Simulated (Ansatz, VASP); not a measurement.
**One calculation of Mo, two programs**

```xyz
1
Lattice="-1.5817 1.5817 1.5817 1.5817 -1.5817 1.5817 1.5817 1.5817 -1.5817" Properties=species:S:1:pos:R:3 pbc="T T T"
Mo    0.0000    0.0000    0.0000
```

Alike in both runs: functional PBE; k mesh 8 × 8 × 8; occupations gaussian, width 0.1 eV; no spin polarisation.

Ansatz relaxed the structure, and its values are those at the end. VASP's run is a single point on that final structure, the one shown.

```csv
,VASP,Ansatz
version,VASP 6.6.1,Ansatz 0.2.0
potentials or method,"VASP PAW PBE potentials, release 64 (Mo_sv), cutoff 520 eV","scalar-relativistic, plane waves, PAW"
valence electrons in the cell,14,14
```

VASP gave:

* gap on the k mesh at the Fermi level (eV): none
* pressure (GPa): 0.6

Estimate Ansatz's values.

gap on the k mesh at the Fermi level (eV): none; pressure (GPa): 0.0.

A gap of «none» marks a metal or a gap that the smearing closes.
